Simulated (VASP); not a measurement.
# CrO2 (P-42_1m) in VASP: single point with PBEsol+U

Aim: the single point of CrO2 with PBEsol+U.

Program: VASP 6.6.1. These are calculated values, not measurements. Logs are shortened: lines on timing, memory, paths and dates and some standing lists are left out, and cuts for length are marked.

### 1 The cell of the first run

Symmetry: P-42_1m, No. 113, tetragonal system. The conventional cell has a = 4.471 Å, b = 4.471 Å, c = 2.995 Å, α = 90.00°, β = 90.00°, γ = 90.00°. Within 2.5 Å of Cr (site symmetry 2mm) lie 6 O at 1.89 to 1.99 Å. Within 2.5 Å of O (site symmetry m) lie 3 Cr at 1.89 to 1.99 Å.

### 2 Single point, PBEsol+U, collinear spin, ferromagnetic start

Contents of INCAR:

```
SYSTEM = CrO2
PREC = Accurate
ENCUT = 520
EDIFF = 1E-7
ISMEAR = 0
SIGMA = 0.15
LREAL = .FALSE.
LASPH = .TRUE.
NELM = 150
ALGO = Normal
ISIF = 2
LWAVE = .FALSE.
LCHARG = .TRUE.
ISPIN = 2
MAGMOM = 3 3 0 0 0 0
LORBIT = 11
LMAXMIX = 4
LDAU = .TRUE.
LDAUTYPE = 2
LDAUL = 2 -1
LDAUU = 3.5 0
LDAUJ = 0 0
LDAUPRINT = 1
GGA = PS
LELF = .TRUE.
LVHAR = .TRUE.
NBANDS = 37
```

Contents of KPOINTS:

```
regular mesh
0
G
  5 5 7
  0 0 0
```

Contents of POSCAR:

```
CrO2
1.0
    4.4713400000      0.0000000000      0.0000000000
    0.0000000000      4.4713400000      0.0000000000
    0.0000000000      0.0000000000      2.9951800000
Cr O
2 4
Direct
    0.0000000000      0.5000000000      0.2384500000
    0.5000000000      0.0000000000      0.7615500000
    0.7017100000      0.2017100000      0.2536200000
    0.2982900000      0.7982900000      0.2536200000
    0.2017100000      0.2982900000      0.7463800000
    0.7982900000      0.7017100000      0.7463800000
```

Potentials or basis: VASP PAW PBE potentials, release 64 (Cr_pv, O).

The run is started by

```sh
> cat potpaw_PBE.64/Cr_pv/POTCAR potpaw_PBE.64/O/POTCAR > POTCAR
> mpirun -np 1 vasp_std > vasp.out
```

OUTCAR:

```text
SYSTEM = CrO2
   PREC = Accurate
   ENCUT = 520
   EDIFF = 1E-7
   ISMEAR = 0
   LREAL = .FALSE.
   LASPH = .TRUE.
   NELM = 150
   ISIF = 2
   ISPIN = 2
   LORBIT = 11
   GGA = PS

 ion  position               nearest neighbor table
   1  0.000  0.500  0.238-   3 1.89   4 1.89   5 1.95   6 1.95   5 1.99   6 1.99
   2  0.500  0.000  0.762-   5 1.89   6 1.89   3 1.95   4 1.95   3 1.99   4 1.99
   3  0.702  0.202  0.254-   1 1.89   2 1.95   2 1.99
   4  0.298  0.798  0.254-   1 1.89   2 1.95   2 1.99
   5  0.202  0.298  0.746-   2 1.89   1 1.95   1 1.99
   6  0.798  0.702  0.746-   2 1.89   1 1.95   1 1.99

  LATTYP: Found a simple tetragonal cell.
 ALAT       =     4.4713400000
 C/A-ratio  =     0.6698618311

  Lattice vectors:

 A1 = (   4.4713400000,   0.0000000000,   0.0000000000)
 A2 = (   0.0000000000,   4.4713400000,   0.0000000000)
 A3 = (   0.0000000000,   0.0000000000,   2.9951800000)

Analysis of symmetry for initial positions (statically):
=====================================================================
 Subroutine PRICEL returns:
 Original cell was already a primitive cell.

 Routine SETGRP: Setting up the symmetry group for a
 simple tetragonal supercell.

 Subroutine GETGRP returns: Found  8 space group operations
 (whereof  4 operations were pure point group operations)
 out of a pool of 16 trial point group operations.

The static configuration has the point symmetry S_4 .
 The point group associated with its full space group is D_2d.

Analysis of symmetry for dynamics (positions and initial velocities):
=====================================================================
 Subroutine PRICEL returns:
 Original cell was already a primitive cell.

 Routine SETGRP: Setting up the symmetry group for a
 simple tetragonal supercell.

 Subroutine GETGRP returns: Found  8 space group operations
 (whereof  4 operations were pure point group operations)
 out of a pool of 16 trial point group operations.

The dynamic configuration has the point symmetry S_4 .
 The point group associated with its full space group is D_2d.

Analysis of structural, dynamic, and magnetic symmetry:
=====================================================================
 Subroutine PRICEL returns:
 Original cell was already a primitive cell.

 Routine SETGRP: Setting up the symmetry group for a
 simple tetragonal supercell.

 Subroutine GETGRP returns: Found  8 space group operations
 (whereof  4 operations were pure point group operations)
 out of a pool of 16 trial point group operations.

The overall configuration has the point symmetry S_4 .
 The point group associated with its full space group is D_2d.

 Subroutine INISYM returns: Found  8 space group operations
 (whereof  4 operations are pure point group operations),
 and found     1 'primitive' translations

----------------------------------------------------------------------------------------

                                     Primitive cell

  volume of cell :      59.8823

  direct lattice vectors                    reciprocal lattice vectors
     4.471340000  0.000000000  0.000000000     0.223646603  0.000000000  0.000000000
     0.000000000  4.471340000  0.000000000     0.000000000  0.223646603  0.000000000
     0.000000000  0.000000000  2.995180000     0.000000000  0.000000000  0.333869751

  length of vectors
     4.471340000  4.471340000  2.995180000     0.223646603  0.223646603  0.333869751

  position of ions in fractional coordinates (direct lattice)
     0.000000000  0.500000000  0.238450000
     0.500000000  0.000000000  0.761550000
     0.701710000  0.201710000  0.253620000
     0.298290000  0.798290000  0.253620000
     0.201710000  0.298290000  0.746380000
     0.798290000  0.701710000  0.746380000

[... 150 lines left out ...]
  o =  0.4371  v = -0.8296 -0.0000  0.5584  0.0000 -0.0000  0.0000  0.0000  0.0000  0.0000  0.0000      0.0000  0.0000  0.0000  0.0000  0.0000  0.0000  0.0000  0.0000  0.0000  0.0000
  o =  0.5243  v = -0.0000 -0.0000  0.0000 -0.0000  1.0000  0.0000  0.0000  0.0000  0.0000  0.0000      0.0000  0.0000  0.0000  0.0000  0.0000  0.0000  0.0000  0.0000  0.0000  0.0000
  o =  0.8712  v = -0.0000 -0.7071 -0.0000 -0.7071 -0.0000  0.0000  0.0000  0.0000  0.0000  0.0000      0.0000  0.0000  0.0000  0.0000  0.0000  0.0000  0.0000  0.0000  0.0000  0.0000
  o =  0.9472  v = -0.5584  0.0000 -0.8296  0.0000 -0.0000  0.0000  0.0000  0.0000  0.0000  0.0000      0.0000  0.0000  0.0000  0.0000  0.0000  0.0000  0.0000  0.0000  0.0000  0.0000

atom =   2  type =  1  l = 2

 onsite density matrix

spin component  1

  0.5961  0.0000 -0.2363  0.0000 -0.0000
  0.0000  0.6280  0.0000 -0.2432 -0.0000
 -0.2363  0.0000  0.7882  0.0000  0.0000
  0.0000 -0.2432  0.0000  0.6280  0.0000
 -0.0000 -0.0000  0.0000  0.0000  0.5243

spin component  2

  0.2279 -0.0000  0.1116  0.0000  0.0000
 -0.0000  0.1725 -0.0000  0.0930  0.0000
  0.1116 -0.0000  0.1245  0.0000 -0.0000
  0.0000  0.0930  0.0000  0.1725 -0.0000
  0.0000  0.0000 -0.0000 -0.0000  0.1000

 occupancies and eigenvectors

  o =  0.0533  v =  0.0000  0.0000  0.0000  0.0000  0.0000  0.5384 -0.0000 -0.8427 -0.0000 -0.0000      0.0000  0.0000  0.0000  0.0000  0.0000  0.0000  0.0000  0.0000  0.0000  0.0000
  o =  0.0795  v =  0.0000  0.0000  0.0000  0.0000  0.0000  0.0000  0.7071  0.0000 -0.7071  0.0000      0.0000  0.0000  0.0000  0.0000  0.0000  0.0000  0.0000  0.0000  0.0000  0.0000
  o =  0.1000  v =  0.0000  0.0000  0.0000  0.0000  0.0000  0.0000  0.0000 -0.0000 -0.0000  1.0000      0.0000  0.0000  0.0000  0.0000  0.0000  0.0000  0.0000  0.0000  0.0000  0.0000
  o =  0.2655  v =  0.0000  0.0000  0.0000  0.0000  0.0000  0.0000 -0.7071  0.0000 -0.7071 -0.0000      0.0000  0.0000  0.0000  0.0000  0.0000  0.0000  0.0000  0.0000  0.0000  0.0000
  o =  0.2992  v =  0.0000  0.0000  0.0000  0.0000  0.0000 -0.8427  0.0000 -0.5384 -0.0000  0.0000      0.0000  0.0000  0.0000  0.0000  0.0000  0.0000  0.0000  0.0000  0.0000  0.0000
  o =  0.3848  v =  0.0000 -0.7071  0.0000 -0.7071  0.0000  0.0000  0.0000  0.0000  0.0000  0.0000      0.0000  0.0000  0.0000  0.0000  0.0000  0.0000  0.0000  0.0000  0.0000  0.0000
  o =  0.4371  v = -0.8296 -0.0000 -0.5584 -0.0000  0.0000  0.0000  0.0000  0.0000  0.0000  0.0000      0.0000  0.0000  0.0000  0.0000  0.0000  0.0000  0.0000  0.0000  0.0000  0.0000
  o =  0.5243  v =  0.0000  0.0000  0.0000  0.0000  1.0000  0.0000  0.0000  0.0000  0.0000  0.0000      0.0000  0.0000  0.0000  0.0000  0.0000  0.0000  0.0000  0.0000  0.0000  0.0000
  o =  0.8712  v = -0.0000 -0.7071  0.0000  0.7071 -0.0000  0.0000  0.0000  0.0000  0.0000  0.0000      0.0000  0.0000  0.0000  0.0000  0.0000  0.0000  0.0000  0.0000  0.0000  0.0000
  o =  0.9472  v = -0.5584  0.0000  0.8296 -0.0000  0.0000  0.0000  0.0000  0.0000  0.0000  0.0000      0.0000  0.0000  0.0000  0.0000  0.0000  0.0000  0.0000  0.0000  0.0000  0.0000

 number of electron      48.0000025 magnetization       4.0000121

 Free energy of the ion-electron system (eV)
  ---------------------------------------------------
  ext. energy  EPLUGINS =         0.00000000
  ---------------------------------------------------
  free energy    TOTEN  =       -47.08552609 eV

  energy without entropy =      -47.07620135  energy(sigma->0) =      -47.08086372

 E-fermi :   4.6362     XC(G=0): -11.9215

 val. band max:        4.5757712572   @ k =   0.2000   0.0000   0.4286
 cond. band min:       4.6583317857   @ k =   0.0000   0.0000   0.0000
 fundamental gap:      0.0825605284
 Fermi energy:         4.6361835602

 spin component 1

 k-point     1 :       0.0000    0.0000    0.0000
  band No.  band energies     occupation
      1     -40.0598      1.00000
      2     -40.0598      1.00000
      3     -40.0026      1.00000
      4     -40.0026      1.00000
      5     -39.7870      1.00000
      6     -39.7750      1.00000
[... 925 lines left out ...]
     35      16.0057      0.00000
     36      16.3568      0.00000
 Fermi energy:         4.6361835602

 spin component 2

 k-point     1 :       0.0000    0.0000    0.0000
  band No.  band energies     occupation
      1     -37.7361      1.00000
      2     -37.7361      1.00000
      3     -37.5487      1.00000
      4     -37.5487      1.00000
      5     -37.0926      1.00000
      6     -37.0779      1.00000
[... 925 lines left out ...]
     35      16.1283      0.00000
     36      16.4368      0.00000
 [bands above 36 left out]

------------------------ aborting loop because EDIFF is reached ----------------------------------------

  FORCE on cell =-STRESS in cart. coord.  units (eV):
  Direction    XX          YY          ZZ          XY          YZ          ZX
  --------------------------------------------------------------------------------------
  -------------------------------------------------------------------------------------
  Total       -2.9635296     -2.9635296     -4.2107782      0.0000000      0.0000000      0.0000000
  in kB      -79.2905681    -79.2905681   -112.6612666      0.0000000      0.0000000      0.0000000
  external PRESSURE =     -90.4141343 kB  Pullay stress =       0.0000000 kB

 VOLUME and BASIS-vectors are now :
 -----------------------------------------------------------------------------
  energy-cutoff  :      520.00
  volume of cell :       59.88
      direct lattice vectors                 reciprocal lattice vectors
     4.471340000  0.000000000  0.000000000     0.223646603  0.000000000  0.000000000
     0.000000000  4.471340000  0.000000000     0.000000000  0.223646603  0.000000000
     0.000000000  0.000000000  2.995180000     0.000000000  0.000000000  0.333869751

 POSITION                                       TOTAL-FORCE (eV/Angst)
 -----------------------------------------------------------------------------------
      0.00000      2.23567      0.71420         0.000000      0.000000      0.265952
      2.23567      0.00000      2.28098         0.000000      0.000000     -0.265952
      3.13758      0.90191      0.75964        -0.318919     -0.318919     -0.047457
      1.33376      3.56943      0.75964         0.318919      0.318919     -0.047457
      0.90191      1.33376      2.23554        -0.318919      0.318919      0.047457
      3.56943      3.13758      2.23554         0.318919     -0.318919      0.047457
 -----------------------------------------------------------------------------------
    total drift:                               -0.000000     -0.000000     -0.000000

  FREE ENERGIE OF THE ION-ELECTRON SYSTEM (eV)
  ---------------------------------------------------
  free  energy   TOTEN  =       -47.0855260883 eV

  energy  without entropy=      -47.0762013481  energy(sigma->0) =      -47.08086372

 total charge

# of ion       s       p       d       tot
------------------------------------------
    1        0.348   6.435   3.927  10.711
    2        0.348   6.435   3.927  10.711
    3        1.564   3.428   0.000   4.993
    4        1.564   3.428   0.000   4.993
    5        1.564   3.428   0.000   4.993
    6        1.564   3.428   0.000   4.993
--------------------------------------------------
tot          6.954  26.584   7.855  41.393

 magnetization (x)

# of ion       s       p       d       tot
------------------------------------------
    1        0.025   0.034   2.363   2.422
    2        0.025   0.034   2.363   2.422
    3       -0.006  -0.206   0.000  -0.212
    4       -0.006  -0.206   0.000  -0.212
    5       -0.006  -0.206   0.000  -0.212
    6       -0.006  -0.206   0.000  -0.212
--------------------------------------------------
tot          0.023  -0.755   4.726   3.995
```

Run time: 3.4 min. Hardware: 1 thread of AMD EPYC 7R43 (Zen 3), shared host; peak memory 0.2 GiB.

Results:

* Free energy: -47.0855 eV
* Pressure: -9.0 GPa
* Largest force: 0.454 eV/Å
* Band gap on the k mesh: zero (filled and empty bands overlap)
* Net moment: 4.00 μB per cell
* Site moments: Cr +2.42; O -0.21 μB
* Valence electrons inside the program's atomic spheres: Cr 10.71; O 4.99

Forces on the atoms (eV/Å):
```
Cr   0.000  0.000  0.266
Cr   0.000  0.000 -0.266
O   -0.319 -0.319 -0.047
O    0.319  0.319 -0.047
O   -0.319  0.319  0.047
O    0.319 -0.319  0.047
```

Levels at points of the mesh, in eV from the Fermi level:
Spin up:
```
           k point  band 23  band 24  band 25  band 26  band 27  band 28  band 29  band 30
(0.00, 0.00, 0.00)    -1.22    -1.04    -0.55    -0.55     0.02     1.24     1.31     3.72
```
Spin down:
| k point | band 19 | band 20 | band 21 | band 22 | band 23 | band 24 | band 25 | band 26 |
| --- | --- | --- | --- | --- | --- | --- | --- | --- |
| (0.00, 0.00, 0.00) | -1.28 | -1.01 | -1.01 | -0.58 | 2.46 | 2.53 | 2.65 | 2.92 |

Eigenvalues of the final occupation matrices:
```tsv
site	spin	trace	eigenvalues
site 1 d	1	3.16	0.38 0.44 0.52 0.87 0.95
site 1 d	2	0.80	0.05 0.08 0.10 0.27 0.30
site 2 d	1	3.16	0.38 0.44 0.52 0.87 0.95
site 2 d	2	0.80	0.05 0.08 0.10 0.27 0.30
```

Caveat: the PAW data sets were made with another functional, which shifts forces and pressure a little; only a ferromagnetic start was run, and an antiferromagnetic order may lie lower in energy. The state reached can hang on the start; a lower one may exist.
